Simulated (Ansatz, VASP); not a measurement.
Al: VASP beside Ansatz

Contents of POSCAR:

```
Al
1.0
   -1.5434821293      1.5434821293      1.6389552507
    1.5434821293     -1.5434821293      1.6389552507
    1.5434821293      1.5434821293     -1.6389552507
Al
1
Direct
    0.0000000000      0.0000000000      0.0000000000
```

The input INCAR.step1:

```
PREC = Accurate
ENCUT = 520
ISMEAR = 0
SIGMA = 0.15
LREAL = False
LASPH = True
NELM = 100
NBANDS = 8
GGA = PE
ALGO = Normal
EDIFF = 1E-4
LWAVE = True
LCHARG = False
```

The input INCAR.step2:

```
PREC = Accurate
ENCUT = 520
EDIFF = 1E-6
ISMEAR = 0
SIGMA = 0.15
LREAL = False
LASPH = True
NELM = 100
ALGO = Normal
ISIF = 2
LWAVE = False
LCHARG = True
METAGGA = R2SCAN
LMIXTAU = True
LELF = True
LVHAR = True
NBANDS = 8
ISTART = 1
```

Contents of KPOINTS:

```
regular mesh
0
Gamma
  20 20 20
```

Input for Ansatz:

```yaml
crystal:
  lattice:
    - [-1.5434821293, 1.5434821293, 1.6389552507]
    - [1.5434821293, -1.5434821293, 1.6389552507]
    - [1.5434821293, 1.5434821293, -1.6389552507]
  atoms:
    - { symbol: Al, position: [0.0, 0.0, 0.0] }
basis:
  ecutwfc: 500
kpoints:
  mp_grid: { grid: [20, 20, 20] }
hamiltonian:
  xc: r2scan
scf:
  occupations: { method: gaussian, width: 0.15 }
output:
  forces: true
  stress: true
  eigenvalues: true
```

Change from the starting cell: strain -0.030 along x and y, +0.030 along z, atoms carried along.

Alike in both runs: task single point; functional r2SCAN; k mesh 20 × 20 × 20; occupations gaussian, width 0.15 eV; no spin polarisation.

```csv
,VASP,Ansatz
version,VASP 6.6.1,Ansatz 0.2.0
potentials or method,"VASP PAW PBE potentials, release 64 (Al), cutoff 520 eV","scalar-relativistic, plane waves, PAW"
valence electrons in the cell,3,3
```

VASP gave:

* gap on the k mesh at the Fermi level (eV): none
* pressure (GPa): 2.9
* traceless stress, the component that is largest in VASP (GPa): 2.13

Question: What did Ansatz give for the same quantities?

Answer: gap on the k mesh at the Fermi level (eV): none; pressure (GPa): 3.2; traceless stress, the component that is largest in VASP (GPa): 2.13.

VASP's potentials were made for PBE, not for r2SCAN. A gap of «none» marks a metal or a gap that the smearing closes. The functional is the same, so the differences come from potentials, cutoffs and numerics.
